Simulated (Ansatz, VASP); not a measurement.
## YbN: VASP beside Ansatz

```xyz
2
Lattice="0.0000 2.5812 2.5812 2.5812 0.0000 2.5812 2.5812 2.5812 0.0000" Properties=species:S:1:pos:R:3 pbc="T T T"
Yb    0.0000    0.0000    0.0000
N     1.2906    1.2906    1.2906
```

Alike in both runs: task single point; functional PBE; k mesh 8 × 8 × 8; occupations gaussian, width 0.05 eV; no spin polarisation; Hubbard terms Yb f U = 6.0 eV.

```csv
,VASP,Ansatz
version,VASP 6.6.1,Ansatz 0.2.0
potentials or method,"VASP PAW PBE potentials, release 64 (Yb, N), cutoff 520 eV","scalar-relativistic, plane waves, PAW"
valence electrons in the cell,29,29
```

```csv
,VASP,Ansatz,Ansatz less VASP
gap on the k mesh at the Fermi level (eV),none,none,-
pressure (GPa),1.8,5.1,+3.27
```

The programs project onto different local orbitals, so the same U acts differently, and such runs can settle in different states. A gap of «none» marks a metal or a gap that the smearing closes. Ansatz's warnings: filled band counts differ across k points.

Spin-orbit coupling is off throughout.
